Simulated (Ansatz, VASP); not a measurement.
## CaSe: VASP beside Ansatz

```
Ca Se
1.0
     0.00000    3.27956    3.27956
     3.27956    0.00000    3.27956
     3.27956    3.27956    0.00000
Ca Se
1 1
Cartesian
  0.0000 0.0000 0.0000
  1.6398 1.6398 1.6398
```

Alike in both runs: task single point; functional PBE; k mesh 4 × 4 × 4; no spin polarisation.

|  | VASP | Ansatz |
| --- | --- | --- |
| version | VASP 6.6.1 | Ansatz 0.2.0 |
| potentials or method | VASP PAW PBE potentials, release 64 (Ca_sv, Se) | plane waves |
| plane-wave cutoff (eV) | 520 | 420 |
| occupations | gaussian, width 0.01 eV | fixed |
| valence electrons in the cell | 16 | 26 |

Ansatz gave:

```
gap on the k mesh at the Fermi level (eV) : 3.20
pressure (GPa)                            : 0.5
```

Q: What did VASP give for the same quantities?

A: gap on the k mesh at the Fermi level (eV): 3.20; pressure (GPa): 0.6.

VASP's potentials hold 16 valence electrons a cell and Ansatz's 26, so a difference there can come from the potentials and not from the codes.
